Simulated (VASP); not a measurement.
A run of VASP 6.6.1:

The input POSCAR:

```
SiO2
1.0
    5.0130000000      0.0000000000      0.0000000000
   -2.5065000000      4.3413900000      0.0000000000
    0.0000000000      0.0000000000      5.4700000000
Si O
3 6
Direct
    0.5000000000      0.5000000000      0.3333333333
    0.0000000000      0.5000000000      0.6666666667
    0.5000000000      0.0000000000      0.0000000000
    0.1970000000      0.8030000000      0.8333333333
    0.3940000000      0.1970000000      0.1666666667
    0.1970000000      0.3940000000      0.5000000000
    0.8030000000      0.1970000000      0.8333333333
    0.6060000000      0.8030000000      0.1666666667
    0.8030000000      0.6060000000      0.5000000000
```

Contents of INCAR.step1:

```
SYSTEM = SiO2
ALGO     = Normal         ! electronic algorithm
EDIFF    = 1E-4           ! SCF threshold, eV
ENCUT    = 520            ! plane-wave cutoff, eV
GGA      = PE             ! functional
ISMEAR   = 0              ! smearing method
LASPH    = .TRUE.         ! aspherical terms in the spheres
LCHARG   = .FALSE.        ! write CHGCAR
LREAL    = .FALSE.        ! projectors in reciprocal space
LWAVE    = .TRUE.         ! write WAVECAR
NBANDS   = 34             ! bands
NELM     = 60             ! most SCF steps
PREC     = Accurate       ! precision mode
SIGMA    = 0.01           ! smearing width, eV
```

Contents of INCAR.step2:

```
SYSTEM = SiO2
ALGO     = Normal         ! electronic algorithm
EDIFF    = 1E-6           ! SCF threshold, eV
ENCUT    = 520            ! plane-wave cutoff, eV
ISIF     = 2              ! what is computed and relaxed
ISMEAR   = 0              ! smearing method
ISTART   = 1            
LASPH    = .TRUE.         ! aspherical terms in the spheres
LCHARG   = .FALSE.        ! write CHGCAR
LMIXTAU  = .TRUE.       
LREAL    = .FALSE.        ! projectors in reciprocal space
LWAVE    = .FALSE.        ! write WAVECAR
METAGGA  = R2SCAN         ! meta-GGA
NBANDS   = 34             ! bands
NELM     = 60             ! most SCF steps
PREC     = Accurate       ! precision mode
SIGMA    = 0.01           ! smearing width, eV
```

KPOINTS

```
k-points
0
G
  6 6 4
  0 0 0
```

Potentials or basis: VASP PAW PBE potentials, release 64 (Si, O).

Run with:

```sh
$ cat potpaw_PBE.64/Si/POTCAR potpaw_PBE.64/O/POTCAR > POTCAR
$ cp INCAR.step1 INCAR
$ mpirun -np 1 vasp_std > vasp.out
$ cp INCAR.step2 INCAR
$ mpirun -np 1 vasp_std > vasp.out
```

Hardware: 1 thread of Intel(R) Xeon(R) Platinum 8375C CPU @ 2.90GHz (Ice Lake), on a shared host.

Question: Estimate the wall time of this run.

Answer: Run time: 3.9 min on 1 thread of Intel(R) Xeon(R) Platinum 8375C CPU @ 2.90GHz (Ice Lake), with other jobs on the host, peak memory 0.29 GiB. Counts: k points 21.
